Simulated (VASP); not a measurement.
# PbO2 in VASP: a series of runs

Runs on PbO2. Level: PBE. Tasks: single point.

All numbers are computed with VASP 6.6.1; they aren't measurements. Logs are shortened: lines on timing, memory, paths and dates and some standing lists are left out, and cuts for length are marked.

**1. The cell of the first run**

The cell holds a slab with vacuum, 12 atoms: a = 3.442 Å, b = 5.083 Å, c = 24.576 Å, α = 90.00°, β = 90.00°, γ = 90.00°.

**2. Single point, PBE**

INCAR reads:

```
PREC     = Accurate       # precision mode
ENCUT    = 520            # plane-wave cutoff, eV
EDIFF    = 1E-6           # SCF threshold, eV
ISMEAR   = 0              # smearing method
SIGMA    = 0.1            # smearing width, eV
LREAL    = F              # projectors in reciprocal space
LASPH    = T              # aspherical terms in the spheres
NELM     = 100            # most SCF steps
ALGO     = Normal         # electronic algorithm
ISIF     = 2              # what is computed and relaxed
LWAVE    = F              # write WAVECAR
LCHARG   = F              # write CHGCAR
LDIPOL   = T            
IDIPOL   = 3            
DIPOL    = 0.5 0.5 0.500
GGA      = PE             # functional
NBANDS   = 64             # bands
```

KPOINTS reads:

```
Automatic mesh
0
Gamma
  10 7 1
```

POSCAR reads:

```
PbO2
1.0
    3.4422955280      0.0000000000      0.0000000000
    0.0000000000      5.0826195414      0.0000000000
    0.0000000000      0.0000000000     24.5756215517
O Pb
8 4
Direct
    0.5000000000      0.1528527263      0.3002256866
    0.5000000000      0.7842479579      0.3791895732
    0.0000000000      0.3055205235      0.4115608556
    0.0000000000      0.7193891086      0.4856042821
    0.5000000000      0.2193826087      0.5143938199
    0.5000000000      0.8055231149      0.5884393375
    0.0000000000      0.2842342305      0.6208129001
    0.0000000000      0.6528503214      0.6997734883
    0.0000000000      0.0231575618      0.3452784175
    0.5000000000      0.5148440558      0.4486336845
    0.0000000000      0.0148442277      0.5513669341
    0.5000000000      0.5231535628      0.6547210205
```

Potentials or basis: VASP PAW PBE potentials, release 64 (O, Pb_d).

On the command line:

```
> cat potpaw_PBE.64/O/POTCAR potpaw_PBE.64/Pb_d/POTCAR > POTCAR
> mpirun -np 1 vasp_std > vasp.out
```

OUTCAR:

```text
PREC = Accurate
   ENCUT = 520
   EDIFF = 1E-6
   ISMEAR = 0
   LREAL = F
   LASPH = T
   NELM = 100
   ISIF = 2
   GGA = PE

 ion  position               nearest neighbor table
   1  0.500  0.153  0.300-   9 2.15   9 2.15
   2  0.500  0.784  0.379-  10 2.19   9 2.27   9 2.27
   3  0.000  0.306  0.412-   9 2.17  10 2.22  10 2.22
   4  0.000  0.719  0.486-  11 2.21  10 2.21  10 2.21
   5  0.500  0.219  0.514-  10 2.21  11 2.21  11 2.21
   6  0.500  0.806  0.588-  12 2.17  11 2.22  11 2.22
   7  0.000  0.284  0.621-  11 2.19  12 2.27  12 2.27
   8  0.000  0.653  0.700-  12 2.15  12 2.15
   9  0.000  0.023  0.345-   1 2.15   1 2.15   3 2.17   2 2.27   2 2.27  10 3.96  10 3.96  10 4.01
                            10 4.01
  10  0.500  0.515  0.449-   2 2.19   5 2.21   4 2.21   4 2.21   3 2.22   3 2.22   9 3.96   9 3.96
                            11 3.97  11 3.97  11 3.97  11 3.97   9 4.01   9 4.01
  11  0.000  0.015  0.551-   7 2.19   4 2.21   5 2.21   5 2.21   6 2.22   6 2.22  12 3.96  12 3.96
                            10 3.97  10 3.97  10 3.97  10 3.97  12 4.01  12 4.01
  12  0.500  0.523  0.655-   8 2.15   8 2.15   6 2.17   7 2.27   7 2.27  11 3.96  11 3.96  11 4.01
                            11 4.01

  LATTYP: Found a simple orthorhombic cell.
 ALAT       =     3.4422955280
 B/A-ratio  =     1.4765203917
 C/A-ratio  =     7.1393119364

  Lattice vectors:

 A1 = (   3.4422955280,   0.0000000000,   0.0000000000)
 A2 = (   0.0000000000,   5.0826195414,   0.0000000000)
 A3 = (   0.0000000000,   0.0000000000,  24.5756215517)

Analysis of symmetry for initial positions (statically):
=====================================================================
 Subroutine PRICEL returns:
 Original cell was already a primitive cell.

 Routine SETGRP: Setting up the symmetry group for a
 simple orthorhombic supercell.

 Subroutine GETGRP returns: Found  2 space group operations
 (whereof  2 operations were pure point group operations)
 out of a pool of  8 trial point group operations.

The static configuration has the point symmetry C_1h.

Analysis of symmetry for dynamics (positions and initial velocities):
=====================================================================
 Subroutine PRICEL returns:
 Original cell was already a primitive cell.

 Routine SETGRP: Setting up the symmetry group for a
 simple orthorhombic supercell.

 Subroutine GETGRP returns: Found  2 space group operations
 (whereof  2 operations were pure point group operations)
 out of a pool of  8 trial point group operations.

The dynamic configuration has the point symmetry C_1h.

 Subroutine INISYM returns: Found  2 space group operations
 (whereof  2 operations are pure point group operations),
 and found     1 'primitive' translations

----------------------------------------------------------------------------------------

                                     Primitive cell

  volume of cell :     429.9721

  direct lattice vectors                    reciprocal lattice vectors
     3.442295528  0.000000000  0.000000000     0.290503820  0.000000000  0.000000000
     0.000000000  5.082619541  0.000000000     0.000000000  0.196748939  0.000000000
     0.000000000  0.000000000 24.575621552     0.000000000  0.000000000  0.040690731

  length of vectors
     3.442295528  5.082619541 24.575621552     0.290503820  0.196748939  0.040690731

  position of ions in fractional coordinates (direct lattice)
     0.500000000  0.152852726  0.300225687
     0.500000000  0.784247958  0.379189573
     0.000000000  0.305520524  0.411560856
     0.000000000  0.719389109  0.485604282
     0.500000000  0.219382609  0.514393820
     0.500000000  0.805523115  0.588439337
     0.000000000  0.284234230  0.620812900
     0.000000000  0.652850321  0.699773488
     0.000000000  0.023157562  0.345278417
     0.500000000  0.514844056  0.448633685
     0.000000000  0.014844228  0.551366934
     0.500000000  0.523153563  0.654721020

  ion indices of the primitive-cell ions
   primitive index   ion index
                 1           1
                 2           2
                 3           3
                 4           4
                 5           5
                 6           6
                 7           7
                 8           8
                 9           9
                10          10
                11          11
                12          12

----------------------------------------------------------------------------------------

 KPOINTS: Automatic mesh

Automatic generation of k-mesh.
 Grid dimensions read from file:
 generate k-points for:   10    7    1

 Generating k-lattice:

  Cartesian coordinates                     Fractional coordinates (reciprocal lattice)
     0.029050382  0.000000000  0.000000000     0.100000000  0.000000000  0.000000000
     0.000000000  0.028106991  0.000000000     0.000000000  0.142857143  0.000000000
     0.000000000  0.000000000  0.040690731     0.000000000  0.000000000  1.000000000

  Length of vectors
     0.029050382  0.028106991  0.040690731

  Shift w.r.t. Gamma in fractional coordinates (k-lattice)
     0.000000000  0.000000000  0.000000000

 Subroutine IBZKPT returns following result:
 ===========================================

 Found     24 irreducible k-points:

 Following reciprocal coordinates:
            Coordinates               Weight
  0.000000  0.000000  0.000000      1.000000
  0.100000  0.000000  0.000000      2.000000
  0.200000  0.000000  0.000000      2.000000
  0.300000  0.000000  0.000000      2.000000
  0.400000  0.000000  0.000000      2.000000
  0.500000  0.000000  0.000000      1.000000
[... 16 lines left out ...]
  0.400000  0.428571  0.000000      4.000000
  0.500000  0.428571  0.000000      2.000000
   k-points           NKPTS =     24   k-points in BZ     NKDIM =     24   number of bands    NBANDS=     64
   number of dos      NEDOS =    301   number of ions     NIONS =     12
   total plane-waves  NPLWV = 215040
   dimension x,y,z NGX =    28 NGY =   40 NGZ =  192
   dimension x,y,z NGXF=    56 NGYF=   80 NGZF=  384
   ions per type =               8   4
   NGX,Y,Z   is equivalent  to a cutoff of  13.52, 13.08, 12.99 a.u.
   NGXF,Y,Z  is equivalent  to a cutoff of  27.05, 26.17, 25.98 a.u.
 SYSTEM =  unknown system
   PREC   = accura    normal or accurate (medium, high low for compatibility)
   ISTART =      0    job   : 0-new  1-cont  2-samecut
   ICHARG =      2    charge: 1-file 2-atom 10-const
   ISPIN  =      1    spin polarized calculation?
   LNONCOLLINEAR =      F non collinear calculations
   LSORBIT =      F    spin-orbit coupling
   LASPH  =      T    aspherical Exc in radial PAW
   ENCUT  =  520.0 eV  38.22 Ry    6.18 a.u.   6.40  9.45 45.69*2*pi/ulx,y,z
   NELM   =    100;   NELMIN=  2; NELMDL= -5     # of ELM steps
   EDIFF  = 0.1E-05   stopping-criterion for ELM
   LREAL  =      F    real-space projection
   EDIFFG = 0.1E-04   stopping-criterion for IOM
   NSW    =      0    number of steps for IOM
   IBRION =     -1    ionic relax: 0-MD 1-quasi-New 2-CG
   NFREE  =      0    steps in history (QN), initial steepest desc. (CG)
   ISIF   =      2    stress and relaxation
   ISYM   =      2    0-nonsym 1-usesym 2-fastsym
   POTIM  = 0.5000    time-step for ionic-motion
   TEBEG  =    0.0;   TEEND  =   0.0 temperature during run
   PSTRESS=    0.0 pullay stress
   NELECT =     104.0000    total number of electrons
   NUPDOWN=      -1.0000    fix difference up-down
   EMIN   =  10.00;   EMAX   =-10.00  energy-range for DOS
   EFERMI =   0.00;   METHOD = LEGACY
   ISMEAR =     0;   SIGMA  =   0.10  broadening in eV -4-tet -1-fermi 0-gaus
   EFERMI_NEDOS =   21; number of points for ismear=-14 and -15
   IALGO  =     38    algorithm
   IMIX   =      4    mixing-type and parameters
     AMIX     =   0.40;   BMIX     =  1.00
     AMIX_MAG =   1.60;   BMIX_MAG =  1.00
  volume/ion in A,a.u.               =      35.83       241.80
  Fermi-wavevector in a.u.,A,eV,Ry     =   1.020013  1.927546 14.155872  1.040427
  Thomas-Fermi vector in A             =   2.153559
   LORBIT       =      0    0 simple, 1 ext, 2 COOP (PROOUT), +10 PAW based schemes
   GGA     = PE    functional components
   LHFCALC =     F    Hartree Fock is set to
   AEXX    =    0.0000 exact exchange contribution
   IVDW    =     0    specifies the selected vdW correction
   LEPSILON=     F    determine dielectric tensor
   LRPA    =     F    only Hartree local field effects (RPA)
 non-spin polarized calculation
 Gauss-broadening in eV      SIGMA  =   0.10
  energy-cutoff  :      520.00
  volume of cell :      429.97
 maximum number of plane-waves:     11649
 NGX is ok and might be reduce to    28
   NGX = 13   NGY = 19   NGZ = 91

 dipolmoment           0.000000      0.000000      0.000012 electrons x Angstroem

 number of electron     103.9999967 magnetization

 dipolmoment           0.000000      0.000000     -0.000007 electrons x Angstroem

 Free energy of the ion-electron system (eV)
  ---------------------------------------------------
  ext. energy  EPLUGINS =         0.00000000
  ---------------------------------------------------
  free energy    TOTEN  =       -62.30480212 eV

  energy without entropy =      -62.30450731  energy(sigma->0) =      -62.30465472

 E-fermi :  -2.7333     XC(G=0):  -4.8733

 val. band max:       -2.9132807372   @ k =   0.0000   0.0000   0.0000
 cond. band min:      -2.5967014194   @ k =   0.0000   0.0000   0.0000
 fundamental gap:      0.3165793177
 Fermi energy:        -2.7332738841

 k-point     1 :       0.0000    0.0000    0.0000
  band No.  band energies     occupation
      1     -20.6900      2.00000
      2     -20.6646      2.00000
      3     -20.4628      2.00000
      4     -20.3564      2.00000
      5     -19.7795      2.00000
      6     -19.5959      2.00000
[... 1597 lines left out ...]
     63       6.2570      0.00000
     64       6.2572      0.00000

------------------------ aborting loop because EDIFF is reached ----------------------------------------

 vacuum level on the upper side and lower side of the slab       (xc-potential included)        -0.162        -0.162

  FORCE on cell =-STRESS in cart. coord.  units (eV):
  Direction    XX          YY          ZZ          XY          YZ          ZX
  --------------------------------------------------------------------------------------
  -------------------------------------------------------------------------------------
  Total       -6.1935444      0.8952343      0.1768834      0.0000000      0.0001584      0.0000000
  in kB      -23.0786060      3.3358538      0.6591093      0.0000000      0.0005903      0.0000000
  external PRESSURE =      -6.3612143 kB  Pullay stress =       0.0000000 kB

 VOLUME and BASIS-vectors are now :
 -----------------------------------------------------------------------------
  energy-cutoff  :      520.00
  volume of cell :      429.97
      direct lattice vectors                 reciprocal lattice vectors
     3.442295528  0.000000000  0.000000000     0.290503820  0.000000000  0.000000000
     0.000000000  5.082619541  0.000000000     0.000000000  0.196748939  0.000000000
     0.000000000  0.000000000 24.575621552     0.000000000  0.000000000  0.040690731

 POSITION                                       TOTAL-FORCE (eV/Angst)
 -----------------------------------------------------------------------------------
      1.72115      0.77689      7.37823         0.000000      0.027608     -0.040823
      1.72115      3.98603      9.31882         0.000000     -0.006612     -0.007843
      0.00000      1.55284     10.11436         0.000000     -0.000760      0.000615
      0.00000      3.65638     11.93403         0.000000      0.010684      0.002735
      1.72115      1.11504     12.64155         0.000000      0.010619     -0.002323
      1.72115      4.09417     14.46126         0.000000     -0.001021     -0.000544
      0.00000      1.44465     15.25686         0.000000     -0.006515      0.007663
      0.00000      3.31819     17.19737         0.000000      0.027639      0.040835
      0.00000      0.11770      8.48543         0.000000     -0.024679      0.003123
      1.72115      2.61676     11.02545         0.000000     -0.006158      0.005404
      0.00000      0.07545     13.55019         0.000000     -0.006222     -0.005867
      1.72115      2.65899     16.09018         0.000000     -0.024582     -0.002975
 -----------------------------------------------------------------------------------
    total drift:                                0.000000      0.000461     -0.000009

  FREE ENERGIE OF THE ION-ELECTRON SYSTEM (eV)
  ---------------------------------------------------
  free  energy   TOTEN  =       -62.3048021193 eV

  energy  without entropy=      -62.3045073140  energy(sigma->0) =      -62.30465472

 vacuum level on the upper side and lower side of the slab         4.585         4.585
```

It took 14 min on 1 thread of Intel Xeon 6975P-C (Granite Rapids), shared host; peak memory 0.77 GiB.

Results:

* Free energy: -62.3048 eV
* Largest force: 0.049 eV/Å
* Band gap on the k mesh: 0.32 eV

Forces in eV/Å, atoms in the order of the input:
```
O    0.000  0.028 -0.041
O    0.000 -0.007 -0.008
O    0.000 -0.001  0.001
O    0.000  0.011  0.003
O    0.000  0.011 -0.002
O    0.000 -0.001 -0.001
O    0.000 -0.007  0.008
O    0.000  0.028  0.041
Pb   0.000 -0.025  0.003
Pb   0.000 -0.006  0.005
Pb   0.000 -0.006 -0.006
Pb   0.000 -0.025 -0.003
```

Levels at points of the mesh, in eV from the valence-band top:
| k point | band 50 | band 51 | band 52 | band 53 | band 54 | band 55 |
| --- | --- | --- | --- | --- | --- | --- |
| (0.00, 0.00, 0.00) | -0.35 | -0.27 | 0.00 | 0.32 | 1.02 | 2.09 |
| (0.50, 0.00, 0.00) | -0.22 | -0.15 | -0.15 | 3.12 | 3.12 | 3.59 |

Caveat: spin-orbit coupling is left out, which moves the levels of the heavy elements.

**3. Single point, PBE**

INCAR reads:

```
SYSTEM = PbO2
  PREC = Accurate
  ENCUT = 520
  EDIFF = 1E-6
  ISMEAR = 0
  SIGMA = 0.1
  LREAL = .False.
  LASPH = .True.
  NELM = 100
  ALGO = Normal
  ISIF = 2
  LWAVE = .False.
  LCHARG = .False.
  LDIPOL = .True.
  IDIPOL = 3
  DIPOL = 0.5 0.5 0.500
  GGA = PE
  NBANDS = 64
```

KPOINTS reads:

```
regular mesh
0
Gamma
  10 7 1
  0 0 0
```

POSCAR is that of step 2.

Potentials or basis: VASP PAW PBE potentials, release 64 (O, Pb_d).

On the command line:

```
> cat potpaw_PBE.64/O/POTCAR potpaw_PBE.64/Pb_d/POTCAR > POTCAR
> mpirun -np 1 vasp_std > vasp.out
```

OUTCAR:

```text
SYSTEM = PbO2
   PREC = Accurate
   ENCUT = 520
   EDIFF = 1E-6
   ISMEAR = 0
   LREAL = .False.
   LASPH = .True.
   NELM = 100
   ISIF = 2
   GGA = PE

 ion  position               nearest neighbor table
   1  0.500  0.153  0.300-   9 2.15   9 2.15
   2  0.500  0.784  0.379-  10 2.19   9 2.27   9 2.27
   3  0.000  0.306  0.412-   9 2.17  10 2.22  10 2.22
   4  0.000  0.719  0.486-  11 2.21  10 2.21  10 2.21
   5  0.500  0.219  0.514-  10 2.21  11 2.21  11 2.21
   6  0.500  0.806  0.588-  12 2.17  11 2.22  11 2.22
[... 1847 lines left out ...]
 VOLUME and BASIS-vectors are now :
 -----------------------------------------------------------------------------
  energy-cutoff  :      520.00
  volume of cell :      429.97
      direct lattice vectors                 reciprocal lattice vectors
     3.442295528  0.000000000  0.000000000     0.290503820  0.000000000  0.000000000
     0.000000000  5.082619541  0.000000000     0.000000000  0.196748939  0.000000000
     0.000000000  0.000000000 24.575621552     0.000000000  0.000000000  0.040690731

 POSITION                                       TOTAL-FORCE (eV/Angst)
 -----------------------------------------------------------------------------------
      1.72115      0.77689      7.37823         0.000000      0.027608     -0.040823
      1.72115      3.98603      9.31882         0.000000     -0.006612     -0.007843
      0.00000      1.55284     10.11436         0.000000     -0.000760      0.000615
      0.00000      3.65638     11.93403         0.000000      0.010684      0.002735
      1.72115      1.11504     12.64155         0.000000      0.010619     -0.002323
      1.72115      4.09417     14.46126         0.000000     -0.001021     -0.000544
      0.00000      1.44465     15.25686         0.000000     -0.006515      0.007663
      0.00000      3.31819     17.19737         0.000000      0.027639      0.040835
      0.00000      0.11770      8.48543         0.000000     -0.024679      0.003123
      1.72115      2.61676     11.02545         0.000000     -0.006158      0.005404
      0.00000      0.07545     13.55019         0.000000     -0.006222     -0.005867
      1.72115      2.65899     16.09018         0.000000     -0.024582     -0.002975
 -----------------------------------------------------------------------------------
    total drift:                                0.000000      0.000461     -0.000009

  FREE ENERGIE OF THE ION-ELECTRON SYSTEM (eV)
  ---------------------------------------------------
  free  energy   TOTEN  =       -62.3048021193 eV

  energy  without entropy=      -62.3045073140  energy(sigma->0) =      -62.30465472

 vacuum level on the upper side and lower side of the slab         4.585         4.585
```

Run time: 39 min. Hardware: 1 thread of Oxide Virtual Turin-like, shared host; peak memory 0.76 GiB.

Results:

```
Free energy            : -62.3048 eV
Largest force          : 0.049 eV/Å
Band gap on the k mesh : 0.32 eV
```

Forces in eV/Å, atoms in the order of the input:
```
O    0.000  0.028 -0.041
O    0.000 -0.007 -0.008
O    0.000 -0.001  0.001
O    0.000  0.011  0.003
O    0.000  0.011 -0.002
O    0.000 -0.001 -0.001
O    0.000 -0.007  0.008
O    0.000  0.028  0.041
Pb   0.000 -0.025  0.003
Pb   0.000 -0.006  0.005
Pb   0.000 -0.006 -0.006
Pb   0.000 -0.025 -0.003
```

Levels at points of the mesh, in eV from the valence-band top:
```csv
k point,band 48,band 49,band 50,band 51,band 52,band 53,band 54,band 55,band 56,band 57
"(0.00, 0.00, 0.00)",-0.39,-0.36,-0.35,-0.27,0.00,0.32,1.02,2.09,3.45,5.76
"(0.50, 0.00, 0.00)",-0.63,-0.22,-0.22,-0.15,-0.15,3.12,3.12,3.59,3.59,6.42
```

Caveat: spin-orbit coupling is left out, which moves the levels of the heavy elements.
